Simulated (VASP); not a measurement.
TiSi16 (a cell with a defect), 17 atoms in the cell. The cell holds a defect, 17 atoms: a = 7.679 Å, b = 7.679 Å, c = 7.679 Å, α = 60.00°, β = 60.00°, γ = 60.00°. 

```yaml
Program: VASP 6.6.1
Task: single point
Functional: PBEsol
Potentials_or_basis: VASP PAW PBE potentials, release 64 (Si, Ti_sv)
Cutoff: 520 eV
k_mesh: 2 × 2 × 2
Occupations: gaussian, width 0.02 eV
Spin: no spin polarisation
Dipole_correction: no
Further_INCAR_settings: LREAL = Auto; ALGO = Normal; EDIFF = 1e-06; NBANDS = 52
```

Potentials or basis: VASP PAW PBE potentials, release 64 (Si, Ti_sv).

Run with:

```console
$ cat potpaw_PBE.64/Si/POTCAR potpaw_PBE.64/Ti_sv/POTCAR > POTCAR
$ mpirun -np 1 vasp_std > vasp.out
```

Hardware: 1 thread of Intel Xeon 8259CL, on a shared host.

Q: Estimate the wall time of this run.

A: Run time: 9.5 min on 1 thread of Intel Xeon 8259CL, on a shared host, peak memory 0.49 GiB. Counts: scf iterations 15, k points 8.
